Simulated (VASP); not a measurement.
Here is a VASP 6.6.1 calculation.

File INCAR:

```
SYSTEM = NaCl
PREC = Accurate ; ENCUT = 520
EDIFF = 1E-6 ; ISMEAR = 0
SIGMA = 0.1 ; LREAL = .FALSE.
LASPH = .TRUE. ; NELM = 100
ALGO = Normal ; ISIF = 2
LWAVE = .FALSE. ; LCHARG = .TRUE.
GGA = PE ; LELF = .TRUE.
LVHAR = .TRUE. ; NBANDS = 30
```

Contents of KPOINTS:

```
Automatic mesh
0
G
  6 6 2
  0 0 0
```

Contents of POSCAR:

```
NaCl
1.0
    3.9739400000      0.0000000000      0.0000000000
   -1.9869700000      3.4415330000      0.0000000000
    0.0000000000      0.0000000000      9.7341260000
Na Cl
3 3
Direct
    0.0000000000      0.0000000000      0.0000000000
    0.3333333300      0.6666666700      0.3333333300
    0.6666666700      0.3333333300      0.6666666700
    0.6666666700      0.3333333300      0.1666666700
    0.0000000000      0.0000000000      0.5000000000
    0.3333333300      0.6666666700      0.8333333300
```

Potentials or basis: VASP PAW PBE potentials, release 64 (Na_pv, Cl).

Command:

```bash
$ cat potpaw_PBE.64/Na_pv/POTCAR potpaw_PBE.64/Cl/POTCAR > POTCAR
$ mpirun -np 1 vasp_std > vasp.out
```

(1) Estimate the pressure.

(2) What does it give for the band gap on the k mesh?

Results:

(1) 1.0 GPa.

(2) 5.15 eV.
